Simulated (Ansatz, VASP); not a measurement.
# One calculation of AlH5, two programs

```
Al H
1.0
     3.44478    0.00000    0.00000
     0.00000    3.44478    0.00000
     0.00000    0.00000    3.44478
Al H
1 5
Cartesian
  1.7224 1.7224 1.7224
  0.7487 0.7487 0.7487
  2.6961 2.6961 0.7487
  2.6961 0.7487 2.6961
  0.7487 2.6961 2.6961
  0.0000 0.0000 0.0000
```

Alike in both runs: functional PBE; k mesh 6 × 6 × 6; occupations gaussian, width 0.1 eV; no spin polarisation.

Ansatz relaxed the structure, and its values are those at the end. VASP's run is a single point on that final structure, the one shown.

|  | VASP | Ansatz |
| --- | --- | --- |
| version | VASP 6.6.1 | Ansatz 0.2.0 |
| potentials or method | VASP PAW PBE potentials, release 64 (Al, H), cutoff 520 eV | scalar-relativistic, plane waves, PAW |
| valence electrons in the cell | 8 | 8 |

|  | VASP | Ansatz | Ansatz less VASP |
| --- | --- | --- | --- |
| gap on the k mesh at the Fermi level (eV) | none | none | - |
| pressure (GPa) | -0.2 | 0.1 | +0.25 |
| rms of the force components (eV/Å) | 0.015 | 0.011 | -0.0041 |

A gap of «none» marks a metal or a gap that the smearing closes.
